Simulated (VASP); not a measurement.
BN (Qingsongite), 2 atoms in the cell. It takes space group F-43m (No. 216, cubic). Conventional cell: a = 3.591 Å, b = 3.591 Å, c = 3.591 Å, α = 90.00°, β = 90.00°, γ = 90.00°. Within 2.1 Å of B (site symmetry -43m) lie 4 N at 1.55 Å. N (site symmetry -43m) has 4 B at 1.55 Å within 2.1 Å.  This cell differs from its parent crystal: volume scaled by 0.98, then relaxed in part.

| Property | Result |
| --- | --- |
| Program | VASP 6.6.1 |
| Task | single point |
| Functional | PBE |
| Potentials or basis | VASP PAW PBE potentials, release 64 (B, N) |
| Cutoff | 520 eV |
| k mesh | 14 × 14 × 14 |
| Occupations | fermi-dirac, width 0.02 eV |
| Spin | no spin polarisation |
| Dipole correction | no |
| Further INCAR settings | ALGO = Normal; EDIFF = 1e-07; NBANDS = 11 |

Potentials or basis: VASP PAW PBE potentials, release 64 (B, N).

Command:

```console
$ cat potpaw_PBE.64/B/POTCAR potpaw_PBE.64/N/POTCAR > POTCAR
$ mpirun -np 1 vasp_std > vasp.out
```

Hardware: 1 thread of Intel(R) Xeon(R) Platinum 8488C (Sapphire Rapids) (shared host).

Estimate the wall time of this run.

Run time: 8.1 s on 1 thread of Intel(R) Xeon(R) Platinum 8488C (Sapphire Rapids), with other jobs on the host, peak memory 0.12 GiB. Counts: scf iterations 13, k points 104.
